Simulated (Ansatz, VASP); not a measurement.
## One calculation of CuAu, two programs

POSCAR

```
CuAu
1.0
    1.4333716108      0.8275574853      4.2276049958
   -1.4333716108      0.8275574853      4.2276049958
    0.0000000000     -1.6551149707      4.2276049958
Au Cu
1 1
Direct
    0.0000000000      0.0000000000      0.0000000000
    0.5000000000      0.5000000000      0.5000000000
```

File INCAR.step1:

```
SYSTEM = CuAu
PREC = Accurate
ENCUT = 520
ISMEAR = -1
SIGMA = 0.05
LREAL = .FALSE.
LASPH = .TRUE.
NELM = 60
NBANDS = 18
GGA = PE
ALGO = Normal
EDIFF = 1E-4
LWAVE = .TRUE.
LCHARG = .FALSE.
```

The input INCAR.step2:

```
SYSTEM = CuAu
PREC = Accurate
ENCUT = 520
EDIFF = 1E-6
ISMEAR = -1
SIGMA = 0.05
LREAL = .FALSE.
LASPH = .TRUE.
NELM = 60
ALGO = Normal
ISIF = 2
LWAVE = .FALSE.
LCHARG = .TRUE.
METAGGA = R2SCAN
LMIXTAU = .TRUE.
LELF = .TRUE.
LVHAR = .TRUE.
NBANDS = 18
ISTART = 1
```

KPOINTS

```
regular mesh
0
G
  11 11 11
  0 0 0
```

The input input.yaml:

```yaml
crystal:
  lattice:
    - [1.4333716108, 0.8275574853, 4.2276049958]
    - [-1.4333716108, 0.8275574853, 4.2276049958]
    - [0.0, -1.6551149707, 4.2276049958]
  atoms:
    - { symbol: Au, position: [0.0, 0.0, 0.0] }
    - { symbol: Cu, position: [0.5, 0.5, 0.5] }
hamiltonian:
  xc: r2scan
  pseudopotentials: { kind: paw }
kpoints:
  mp_grid: { grid: [11, 11, 11] }
scf:
  occupations: { method: fermi_dirac, width: 0.05 }
output:
  forces: true
  stress: true
  eigenvalues: true
```

Alike in both runs: task single point; functional r2SCAN; k mesh 11 × 11 × 11; occupations fermi-dirac, width 0.05 eV; no spin polarisation.

|  | VASP | Ansatz |
| --- | --- | --- |
| version | VASP 6.6.1 | Ansatz 0.2.0 |
| potentials or method | VASP PAW PBE potentials, release 64 (Au, Cu) | Ansatz PAW |
| plane-wave cutoff (eV) | 520 | 500 |
| valence electrons in the cell | 22 | 38 |

|  | VASP | Ansatz | Ansatz less VASP |
| --- | --- | --- | --- |
| gap on the k mesh at the Fermi level (eV) | none | none | - |
| pressure (GPa) | -1.8 | -2.0 | -0.22 |
| traceless stress, the component that is largest in VASP (GPa) | 0.68 | 0.61 | -0.076 |

VASP's potentials were made for PBE, not for r2SCAN. A gap of «none» marks a metal or a gap that the smearing closes. VASP's potentials hold 22 valence electrons a cell and Ansatz's 38, so a difference there can come from the potentials and not from the codes.

Neither program's run includes spin-orbit coupling.
